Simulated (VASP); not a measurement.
Wanted: the native input for a VASP 6.6.1 run.

```
Task                   : single point
Functional             : PBE
Potentials or basis    : VASP PAW PBE potentials, release 64 (Mo_sv)
Cutoff                 : 520 eV
k mesh                 : 20 × 20 × 20
Occupations            : gaussian, width 0.15 eV
Spin                   : no spin polarisation
Dipole correction      : no
Further INCAR settings : ALGO = Fast; EDIFF = 1e-07; NBANDS = 13
```

The structure of Mo lies in POSCAR:

```
Mo
1.0
   -0.1100565412      2.0010280217      2.0010280217
    1.8909714805      0.0000000000      1.8909714805
    2.0010280217      2.0010280217     -0.1100565412
Mo
1
Direct
    0.0000000000      0.0000000000      0.0000000000
```

This cell differs from its parent crystal: engineering shear strain xz -0.1100, normal strain along z +0.0000.

These files were run (other wordings do the same):

INCAR

```
SYSTEM = Mo
PREC = Accurate ; ENCUT = 520
EDIFF = 1E-7 ; ISMEAR = 0
SIGMA = 0.15 ; LREAL = .FALSE.
LASPH = .TRUE. ; NELM = 80
ALGO = Fast ; ISIF = 2
LWAVE = .FALSE. ; LCHARG = .FALSE.
GGA = PE ; NBANDS = 13
```

KPOINTS

```
Automatic mesh
0
G
  20 20 20
  0 0 0
```

Potentials or basis: VASP PAW PBE potentials, release 64 (Mo_sv).

The run is started by

```sh
$ cat potpaw_PBE.64/Mo_sv/POTCAR > POTCAR
$ mpirun -np 1 vasp_std > vasp.out
```

Results of the run:

```json
{
  "Pressure": "3.1 GPa",
  "Band gap on the k mesh": "zero (band 7 reaches 15.85 eV, above the bottom of band 8 at 11.11 eV)"
}
```

Caveat: the cell differs from its parent crystal (engineering shear strain xz -0.1100, normal strain along z +0.0000).

It took 120 s on 1 thread of Intel(R) Xeon(R) Platinum 8488C (Sapphire Rapids) (shared host), peak memory 0.32 GiB.
